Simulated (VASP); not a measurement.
Set up this calculation in VASP 6.6.1, as the native input.

- Task: single point
- Functional: PBE
- Potentials or basis: VASP PAW PBE potentials, release 64 (W_sv)
- Cutoff: 520 eV
- k mesh: 10 × 10 × 10
- Occupations: gaussian, width 0.1 eV
- Spin: no spin polarisation
- Dipole correction: no
- Further INCAR settings: ALGO = Normal; EDIFF = 1e-06; NBANDS = 13

The structure of W lies in POSCAR:

```
W
1.0
   -1.5823450000      1.5823450000      1.5823450000
    1.5823450000     -1.5823450000      1.5823450000
    1.5823450000      1.5823450000     -1.5823450000
W
1
Direct
    0.0000000000      0.0000000000      0.0000000000
```

These files were run (other wordings do the same):

INCAR

```
PREC = Accurate ; ENCUT = 520
EDIFF = 1E-6 ; ISMEAR = 0
SIGMA = 0.1 ; LREAL = False
LASPH = True ; NELM = 100
ALGO = Normal ; ISIF = 2
LWAVE = False ; LCHARG = False
GGA = PE ; NBANDS = 13
```

KPOINTS

```
regular mesh
0
Gamma
  10 10 10
```

Potentials or basis: VASP PAW PBE potentials, release 64 (W_sv).

Command:

```sh
$ cat potpaw_PBE.64/W_sv/POTCAR > POTCAR
$ mpirun -np 1 vasp_std > vasp.out
```

Results of the run:

* Pressure: 6.4 GPa
* Band gap on the k mesh: zero (bands 7 and 8 overlap by 6.40 eV)

Caveat: the cell stands under pressure; spin-orbit coupling is left out, which moves the levels of the heavy elements.

Run time: 3.1 s on 1 thread of Intel(R) Xeon(R) 6975P-C (Granite Rapids), on a shared host, peak memory 0.13 GiB.
